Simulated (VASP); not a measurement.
A run of VASP 6.6.1:

File INCAR:

```
SYSTEM = BaTiO3
  ALGO = Normal
  EDIFF = 1E-6
  ENCUT = 910
  GGA = PE
  GGA_COMPAT = .FALSE.
  ISIF = 2
  ISMEAR = -1
  LASPH = .TRUE.
  LCHARG = .FALSE.
  LREAL = .FALSE.
  LWAVE = .FALSE.
  NBANDS = 28
  NELM = 120
  PREC = Accurate
  SIGMA = 0.05
```

The input KPOINTS:

```
k-points
0
G
  7 7 7
  0 0 0
```

File POSCAR:

```
BaTiO3
1.0
    4.0782473671      0.0000000000      0.0000000000
    0.0000000000      4.0782473671      0.0000000000
    0.0000000000      0.0000000000      4.0968043205
Ba Ti O
1 1 3
Direct
    0.0000000000      0.0000000000      0.0000000000
    0.5000000000      0.5000000000      0.4900000000
    0.0000000000      0.5000000000      0.5170000000
    0.5000000000      0.0000000000      0.5170000000
    0.5000000000      0.5000000000      0.0190000000
```

Potentials or basis: VASP PAW PBE potentials, release 64 (Ba_sv, Ti_sv, O_h).

Run with:

```sh
$ cat potpaw_PBE.64/Ba_sv/POTCAR potpaw_PBE.64/Ti_sv/POTCAR potpaw_PBE.64/O_h/POTCAR > POTCAR
$ mpirun -np 1 vasp_std > vasp.out
```

Hardware: 1 thread of Intel(R) Xeon(R) Platinum 8488C (Sapphire Rapids), on a shared host.

Q: Estimate the wall time of this run.

A: It took 2.3 min on 1 thread of Intel(R) Xeon(R) Platinum 8488C (Sapphire Rapids), on a shared host, peak memory 0.36 GiB. Counts: scf iterations 17, k points 40.
